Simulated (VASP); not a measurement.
A run of VASP 6.6.1 is set up as follows.

Contents of INCAR:

```
SYSTEM = SnO
PREC = Accurate ; ENCUT = 520
EDIFF = 1E-7 ; ISMEAR = 0
SIGMA = 0.15 ; LREAL = .False.
LASPH = .True. ; NELM = 60
ALGO = Normal ; ISIF = 2
LWAVE = .False. ; LCHARG = .True.
LELF = .True. ; LVHAR = .True.
NBANDS = 28
```

KPOINTS

```
regular mesh
0
Gamma
  12 12 10
  0 0 0
```

Contents of POSCAR:

```
SnO
1.0
    3.5918705658      0.0000000000      0.0000000000
    0.0000000000      3.5918705658      0.0000000000
    0.0000000000      0.0000000000      5.3249481138
Sn O
2 2
Direct
    0.0000000000      0.5000000000      0.2457459271
    0.5000000000      0.0000000000      0.7542540729
    0.0000000000      0.0000000000      0.0000000000
    0.5000000000      0.5000000000      0.0000000000
```

Potentials or basis: VASP PAW LDA potentials, release 64 (Sn_d, O).

The run is started by

```console
$ cat potpaw_LDA.64/Sn_d/POTCAR potpaw_LDA.64/O/POTCAR > POTCAR
$ mpirun -np 1 vasp_std > vasp.out
```

Estimate the band gap on the k mesh.

zero (bands 20 and 21 overlap by 0.54 eV).

What does it give for the largest force?

1.877 eV/Å.

Forces on the atoms (eV/Å):
```
Sn   0.000  0.000 -1.877
Sn   0.000  0.000  1.877
O    0.000  0.000  0.000
O    0.000  0.000  0.000
```

Caveat: semilocal functionals underestimate gaps, and a narrow one can read as zero; spin-orbit coupling is left out, which moves the levels of the heavy elements; forces of over 1 eV/Å act on the atoms, so gaps and moduli don't describe the material at rest.
